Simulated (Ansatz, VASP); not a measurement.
## One calculation of MgO, two programs

The input POSCAR:

```
MgO
1.0
    0.0000000000      2.1644022651      2.0778261745
    2.1644022651      0.0000000000      2.0778261745
    2.1644022651      2.1644022651      0.0000000000
Mg O
1 1
Direct
    0.0000000000      0.0000000000      0.0000000000
    0.5000000000      0.5000000000      0.5000000000
```

The input INCAR.step1:

```
SYSTEM = MgO
ALGO = Normal
EDIFF = 1E-5
ENCUT = 920
GGA = PE
GGA_COMPAT = .False.
ISMEAR = 0
LASPH = .True.
LCHARG = .False.
LREAL = .False.
LWAVE = .True.
NBANDS = 15
NELM = 120
PREC = Accurate
SIGMA = 0.05
```

File INCAR.step2:

```
SYSTEM = MgO
ALGO = Normal
EDIFF = 1E-6
ENCUT = 920
GGA_COMPAT = .False.
ISIF = 2
ISMEAR = 0
ISTART = 1
LASPH = .True.
LCHARG = .False.
LMIXTAU = .True.
LREAL = .False.
LWAVE = .False.
METAGGA = R2SCAN
NBANDS = 15
NELM = 120
PREC = Accurate
SIGMA = 0.05
```

Contents of KPOINTS:

```
k-points
0
Gamma
  10 10 10
  0 0 0
```

Input for Ansatz:

```yaml
crystal:
  lattice:
    - [0.0, 2.1644022651, 2.0778261745]
    - [2.1644022651, 0.0, 2.0778261745]
    - [2.1644022651, 2.1644022651, 0.0]
  atoms:
    - { symbol: Mg, position: [0.0, 0.0, 0.0] }
    - { symbol: O, position: [0.5, 0.5, 0.5] }
basis:
  ecutwfc: 500
kpoints:
  mp_grid: { grid: [10, 10, 10] }
hamiltonian:
  xc: r2scan
scf:
  occupations: { method: gaussian, width: 0.05 }
output:
  forces: true
  stress: true
  eigenvalues: true
```

Alike in both runs: task single point; functional r2SCAN; k mesh 10 × 10 × 10; occupations gaussian, width 0.05 eV; no spin polarisation.

|  | VASP | Ansatz |
| --- | --- | --- |
| version | VASP 6.6.1 | Ansatz 0.2.0 |
| potentials or method | VASP PAW PBE potentials, release 64 (Mg_sv, O), cutoff 920 eV | scalar-relativistic, plane waves, PAW |
| valence electrons in the cell | 16 | 16 |

VASP gave:

| Property | Result |
| --- | --- |
| gap on the k mesh at the Fermi level (eV) | 5.20 |
| least direct gap on the mesh (eV) | 5.20 |
| pressure (GPa) | -5.9 |
| traceless stress, the component that is largest in VASP (GPa) | 4.87 |

Problem. Estimate Ansatz's values.

Solution. gap on the k mesh at the Fermi level (eV): 5.18; least direct gap on the mesh (eV): 5.18; pressure (GPa): -6.6; traceless stress, the component that is largest in VASP (GPa): 4.83.

VASP's potentials were made for PBE, not for r2SCAN. With one functional, cell and mesh, what is left measures potentials, basis and numerics.
